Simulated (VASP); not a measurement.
# Lu (Im-3m) in VASP: notebook

Lu is run at these levels: PBE; tasks: relaxation of cell and atoms, single point.

Everything below comes from runs of VASP 6.6.1. Logs are shortened: lines on timing, memory, paths and dates and some standing lists are left out, and cuts for length are marked.

### Step 1. The cell of the first run

It takes space group Im-3m (No. 229, cubic). Conventional cell: a = 3.893 Å, b = 3.893 Å, c = 3.893 Å, α = 90.00°, β = 90.00°, γ = 90.00°. Lu (site symmetry m-3m) has 14 Lu at 3.37 to 3.89 Å within 4.4 Å.

This isn't the form of Lu at room conditions, which is hcp.

### Step 2. Relaxation of cell and atoms, PBE

File INCAR:

```
SYSTEM = Lu
PREC = Accurate ; ENCUT = 600
EDIFF = 1E-6 ; ISMEAR = -1
SIGMA = 0.1 ; LREAL = .False.
LASPH = .True. ; NELM = 60
ALGO = Normal ; ISIF = 3
LWAVE = .False. ; LCHARG = .False.
GGA = PE ; IBRION = 2
NSW = 80 ; EDIFFG = -0.01
```

File KPOINTS:

```
Automatic mesh
0
Gamma
  11 11 11
  0 0 0
```

File POSCAR:

```
Lu
1.0
   -1.9464185914      1.9464185914      1.9464185914
    1.9464185914     -1.9464185914      1.9464185914
    1.9464185914      1.9464185914     -1.9464185914
Lu
1
Direct
    0.0000000000      0.0000000000      0.0000000000
```

Potentials or basis: VASP PAW PBE potentials, release 64 (Lu).

The run is started by

```
> cat potpaw_PBE.64/Lu/POTCAR > POTCAR
> mpirun -np 1 vasp_std > vasp.out
```

OUTCAR:

```text
SYSTEM = Lu
   PREC = Accurate
   ENCUT = 600
   EDIFF = 1E-6
   ISMEAR = -1
   LREAL = .False.
   LASPH = .True.
   NELM = 60
   ISIF = 3
   GGA = PE
   IBRION = 2
   NSW = 80
   EDIFFG = -0.01

 ion  position               nearest neighbor table
   1  0.000  0.000  0.000-

  LATTYP: Found a body centered cubic cell.
 ALAT       =     3.8928371828

  Lattice vectors:

 A1 = (  -1.9464185914,   1.9464185914,   1.9464185914)
 A2 = (   1.9464185914,  -1.9464185914,   1.9464185914)
 A3 = (   1.9464185914,   1.9464185914,  -1.9464185914)

Analysis of symmetry for initial positions (statically):
=====================================================================
 Subroutine PRICEL returns:
 Original cell was already a primitive cell.

 Routine SETGRP: Setting up the symmetry group for a
 body centered cubic supercell.

 Subroutine GETGRP returns: Found 48 space group operations
 (whereof 48 operations were pure point group operations)
 out of a pool of 48 trial point group operations.

The static configuration has the point symmetry O_h .

Analysis of symmetry for dynamics (positions and initial velocities):
=====================================================================
 Subroutine PRICEL returns:
 Original cell was already a primitive cell.

 Routine SETGRP: Setting up the symmetry group for a
 body centered cubic supercell.

 Subroutine GETGRP returns: Found 48 space group operations
 (whereof 48 operations were pure point group operations)
 out of a pool of 48 trial point group operations.

The dynamic configuration has the point symmetry O_h .

 Subroutine INISYM returns: Found 48 space group operations
 (whereof 48 operations are pure point group operations),
 and found     1 'primitive' translations

----------------------------------------------------------------------------------------

                                     Primitive cell

  volume of cell :      29.4964

  direct lattice vectors                    reciprocal lattice vectors
    -1.946418591  1.946418591  1.946418591     0.000000000  0.256882051  0.256882051
     1.946418591 -1.946418591  1.946418591     0.256882051  0.000000000  0.256882051
     1.946418591  1.946418591 -1.946418591     0.256882051  0.256882051  0.000000000

  length of vectors
     3.371295893  3.371295893  3.371295893     0.363286081  0.363286081  0.363286081

  position of ions in fractional coordinates (direct lattice)
     0.000000000  0.000000000  0.000000000

  ion indices of the primitive-cell ions
   primitive index   ion index
                 1           1

----------------------------------------------------------------------------------------

 KPOINTS: Automatic mesh

Automatic generation of k-mesh.
 Grid dimensions read from file:
 generate k-points for:   11   11   11

 Generating k-lattice:

  Cartesian coordinates                     Fractional coordinates (reciprocal lattice)
     0.000000000  0.023352914  0.023352914     0.090909091  0.000000000  0.000000000
     0.023352914  0.000000000  0.023352914     0.000000000  0.090909091  0.000000000
     0.023352914  0.023352914  0.000000000     0.000000000  0.000000000  0.090909091

  Length of vectors
     0.033026007  0.033026007  0.033026007

  Shift w.r.t. Gamma in fractional coordinates (k-lattice)
     0.000000000  0.000000000  0.000000000

 Subroutine IBZKPT returns following result:
 ===========================================

 Found     56 irreducible k-points:

 Following reciprocal coordinates:
            Coordinates               Weight
  0.000000  0.000000  0.000000      1.000000
  0.090909  0.000000  0.000000     12.000000
  0.181818  0.000000  0.000000     12.000000
  0.272727  0.000000  0.000000     12.000000
  0.363636  0.000000  0.000000     12.000000
  0.454545  0.000000  0.000000     12.000000
[... 16 lines left out ...]
  0.272727  0.181818  0.090909     48.000000
  0.363636  0.181818  0.090909     24.000000
 [... further k-points ...]
   k-points           NKPTS =     56   k-points in BZ     NKDIM =     56   number of bands    NBANDS=     16
   number of dos      NEDOS =    301   number of ions     NIONS =      1
   total plane-waves  NPLWV =  21952
   dimension x,y,z NGX =    28 NGY =   28 NGZ =   28
   dimension x,y,z NGXF=    56 NGYF=   56 NGZF=   56
   ions per type =               1
   NGX,Y,Z   is equivalent  to a cutoff of  13.81, 13.81, 13.81 a.u.
   NGXF,Y,Z  is equivalent  to a cutoff of  27.61, 27.61, 27.61 a.u.
 SYSTEM =  Lu
   PREC   = accura    normal or accurate (medium, high low for compatibility)
   ISTART =      0    job   : 0-new  1-cont  2-samecut
   ICHARG =      2    charge: 1-file 2-atom 10-const
   ISPIN  =      1    spin polarized calculation?
   LNONCOLLINEAR =      F non collinear calculations
   LSORBIT =      F    spin-orbit coupling
   LASPH  =      T    aspherical Exc in radial PAW
   ENCUT  =  600.0 eV  44.10 Ry    6.64 a.u.   6.73  6.73  6.73*2*pi/ulx,y,z
   NELM   =     60;   NELMIN=  2; NELMDL= -5     # of ELM steps
   EDIFF  = 0.1E-05   stopping-criterion for ELM
   LREAL  =      F    real-space projection
   EDIFFG = -.1E-01   stopping-criterion for IOM
   NSW    =     80    number of steps for IOM
   IBRION =      2    ionic relax: 0-MD 1-quasi-New 2-CG
   NFREE  =      1    steps in history (QN), initial steepest desc. (CG)
   ISIF   =      3    stress and relaxation
   ISYM   =      2    0-nonsym 1-usesym 2-fastsym
   POTIM  = 0.5000    time-step for ionic-motion
   TEBEG  =    0.0;   TEEND  =   0.0 temperature during run
   PSTRESS=    0.0 pullay stress
   NELECT =      25.0000    total number of electrons
   NUPDOWN=      -1.0000    fix difference up-down
   EMIN   =  10.00;   EMAX   =-10.00  energy-range for DOS
   EFERMI =   0.00;   METHOD = LEGACY
   ISMEAR =    -1;   SIGMA  =   0.10  broadening in eV -4-tet -1-fermi 0-gaus
   EFERMI_NEDOS =   21; number of points for ismear=-14 and -15
   IALGO  =     38    algorithm
   IMIX   =      4    mixing-type and parameters
     AMIX     =   0.40;   BMIX     =  1.00
     AMIX_MAG =   1.60;   BMIX_MAG =  1.00
  volume/ion in A,a.u.               =      29.50       199.05
  Fermi-wavevector in a.u.,A,eV,Ry     =   1.549287  2.927728 32.657938  2.400291
  Thomas-Fermi vector in A             =   2.654116
   LORBIT       =      0    0 simple, 1 ext, 2 COOP (PROOUT), +10 PAW based schemes
   GGA     = PE    functional components
   LHFCALC =     F    Hartree Fock is set to
   AEXX    =    0.0000 exact exchange contribution
   IVDW    =     0    specifies the selected vdW correction
   LEPSILON=     F    determine dielectric tensor
   LRPA    =     F    only Hartree local field effects (RPA)
 conjugate gradient relaxation of ions
 non-spin polarized calculation
  energy-cutoff  :      600.00
  volume of cell :       29.50
 maximum number of plane-waves:      1000
   NGX = 13   NGY = 13   NGZ = 13

--------------------------------------- Ionic step        1  -------------------------------------------

 number of electron      24.9999992 magnetization

 Free energy of the ion-electron system (eV)
  ---------------------------------------------------
  ext. energy  EPLUGINS =         0.00000000
  ---------------------------------------------------
  free energy    TOTEN  =        -4.41800072 eV

  energy without entropy =       -4.34798417  energy(sigma->0) =       -4.38299244

------------------------ aborting loop because EDIFF is reached ----------------------------------------

  FORCE on cell =-STRESS in cart. coord.  units (eV):
  Direction    XX          YY          ZZ          XY          YZ          ZX
  --------------------------------------------------------------------------------------
  -------------------------------------------------------------------------------------
  Total        0.1206493      0.1206493      0.1206493      0.0000000      0.0000000      0.0000000
  in kB        6.5534018      6.5534018      6.5534018      0.0000000      0.0000000      0.0000000
  external PRESSURE =       6.5534018 kB  Pullay stress =       0.0000000 kB

 VOLUME and BASIS-vectors are now :
 -----------------------------------------------------------------------------
  energy-cutoff  :      600.00
  volume of cell :       29.50
      direct lattice vectors                 reciprocal lattice vectors
    -1.946418591  1.946418591  1.946418591     0.000000000  0.256882051  0.256882051
     1.946418591 -1.946418591  1.946418591     0.256882051  0.000000000  0.256882051
     1.946418591  1.946418591 -1.946418591     0.256882051  0.256882051  0.000000000

 POSITION                                       TOTAL-FORCE (eV/Angst)
 -----------------------------------------------------------------------------------
      0.00000      0.00000      0.00000         0.000000      0.000000      0.000000
 -----------------------------------------------------------------------------------
    total drift:                               -0.000000     -0.000000     -0.000000

  FREE ENERGIE OF THE ION-ELECTRON SYSTEM (eV)
  ---------------------------------------------------
  free  energy   TOTEN  =        -4.4180007156 eV

  energy  without entropy=       -4.3479841673  energy(sigma->0) =       -4.38299244
[... 15 lines left out ...]
 VOLUME and BASIS-vectors are now :
 -----------------------------------------------------------------------------
  energy-cutoff  :      600.00
  volume of cell :       30.01
      direct lattice vectors                 reciprocal lattice vectors
    -1.957747612  1.957747612  1.957747612     0.000000000  0.255395536  0.255395536
     1.957747612 -1.957747612  1.957747612     0.255395536  0.000000000  0.255395536
     1.957747612  1.957747612 -1.957747612     0.255395536  0.255395536  0.000000000

 POSITION                                       TOTAL-FORCE (eV/Angst)
 -----------------------------------------------------------------------------------
      0.00000      0.00000      0.00000        -0.000000      0.000000     -0.000000
 -----------------------------------------------------------------------------------
    total drift:                               -0.000000     -0.000000     -0.000000

  FREE ENERGIE OF THE ION-ELECTRON SYSTEM (eV)
  ---------------------------------------------------
  free  energy   TOTEN  =        -4.4182574602 eV

  energy  without entropy=       -4.3476486014  energy(sigma->0) =       -4.38295303

--------------------------------------- Ionic step        3  -------------------------------------------

 number of electron      24.9999995 magnetization

 Free energy of the ion-electron system (eV)
  ---------------------------------------------------
  ext. energy  EPLUGINS =         0.00000000
  ---------------------------------------------------
  free energy    TOTEN  =        -4.41843745 eV

  energy without entropy =       -4.34811178  energy(sigma->0) =       -4.38327462

 E-fermi :   2.2821     XC(G=0): -10.5693

 val. band max:        2.2808165023   @ k =   0.3636   0.1818   0.0909
 cond. band min:       2.2979275122   @ k =   0.3636   0.1818   0.0909
 fundamental gap:      0.0171110099
 Fermi energy:         2.2820598333

 k-point     1 :       0.0000    0.0000    0.0000
  band No.  band energies     occupation
      1     -54.1599      2.00000
      2     -24.5903      2.00000
      3     -24.5903      2.00000
      4     -24.5903      2.00000
      5      -3.8140      2.00000
      6      -2.9102      2.00000
[... 8 lines left out ...]
     15       4.3906      0.00000
     16       6.5821      0.00000

 k-point     2 :       0.0909    0.0000    0.0000
  band No.  band energies     occupation
      1     -54.1576      2.00000
      2     -24.6286      2.00000
      3     -24.6026      2.00000
      4     -24.5904      2.00000
      5      -3.5784      2.00000
      6      -2.9082      2.00000
[... 8 lines left out ...]
     15       4.6277      0.00000
     16       6.3251      0.00000
[... 387 lines left out ...]
      5      -2.8927      2.00000
      6      -2.8797      2.00000
[... 8 lines left out ...]
     15       6.8386      0.00000
     16       7.2461      0.00000

 k-point    24 :       0.3636    0.1818    0.0909
  band No.  band energies     occupation
      1     -54.1297      2.00000
      2     -24.9673      2.00000
      3     -24.7980      2.00000
      4     -24.6628      2.00000
      5      -2.8935      2.00000
      6      -2.8803      2.00000
[... 8 lines left out ...]
     15       6.7514      0.00000
     16       7.3555      0.00000

 [... further k-points ...]
[... 5 lines left out ...]
  --------------------------------------------------------------------------------------
  -------------------------------------------------------------------------------------
  Total        0.0063903      0.0063903      0.0063903     -0.0000000     -0.0000000      0.0000000
  in kB        0.3439773      0.3439773      0.3439773     -0.0000000     -0.0000000      0.0000000
  external PRESSURE =       0.3439773 kB  Pullay stress =       0.0000000 kB

 VOLUME and BASIS-vectors are now :
 -----------------------------------------------------------------------------
  energy-cutoff  :      600.00
  volume of cell :       29.76
      direct lattice vectors                 reciprocal lattice vectors
    -1.952303363  1.952303363  1.952303363     0.000000000  0.256107739  0.256107739
     1.952303363 -1.952303363  1.952303363     0.256107739  0.000000000  0.256107739
     1.952303363  1.952303363 -1.952303363     0.256107739  0.256107739  0.000000000

 POSITION                                       TOTAL-FORCE (eV/Angst)
 -----------------------------------------------------------------------------------
      0.00000      0.00000      0.00000         0.000000      0.000000     -0.000000
 -----------------------------------------------------------------------------------
    total drift:                               -0.000000     -0.000000     -0.000000

  FREE ENERGIE OF THE ION-ELECTRON SYSTEM (eV)
  ---------------------------------------------------
  free  energy   TOTEN  =        -4.4184374535 eV

  energy  without entropy=       -4.3481117840  energy(sigma->0) =       -4.38327462

 reached required accuracy - stopping structural energy minimisation
```

It took 52 s on 1 thread of Intel Xeon 6975P-C (Granite Rapids), shared host; peak memory 0.19 GiB.

What came out:

| Property | Result |
| --- | --- |
| Free energy | -4.4184 eV |
| Relaxed volume | 29.76 Å³/atom |
| Relaxed cell | a = 3.381 Å, b = 3.381 Å, c = 3.381 Å, α = 109.47°, β = 109.47°, γ = 109.47° |
| Space group after relaxing (to 0.1 Å) | Im-3m (No. 229) |
| Energy gained by relaxing | 0.4 meV/atom |
| Ionic steps | 3 |
| Pressure after relaxing | 0.0 GPa |
| Band gap on the k mesh | zero (an odd number of electrons rules out a gap without spin polarisation) |

The path:
```
step  energy change (eV)  largest force (eV/Å)  pressure (GPa)  volume (Å³)
   1              0.0000                0.0000            0.66        29.50
   2             -0.0003                0.0000           -0.24        30.01
   3             -0.0004                0.0000            0.03        29.76
```

Final structure:
```yaml
crystal:
  lattice:
    - [-1.95230, 1.95230, 1.95230]
    - [1.95230, -1.95230, 1.95230]
    - [1.95230, 1.95230, -1.95230]
  atoms:
    - { symbol: Lu, position: [0.00000, 0.00000, 0.00000] }
```

Levels at points of the mesh, in eV from the Fermi level:
```
           k point  band 10  band 11  band 12  band 13  band 14  band 15
(0.00, 0.00, 0.00)    -5.10    -5.10    -5.09     2.11     2.11     2.11
```

Caveat: spin-orbit coupling is left out, which moves the levels of the heavy elements.

(Continued in part 2 of 2.)
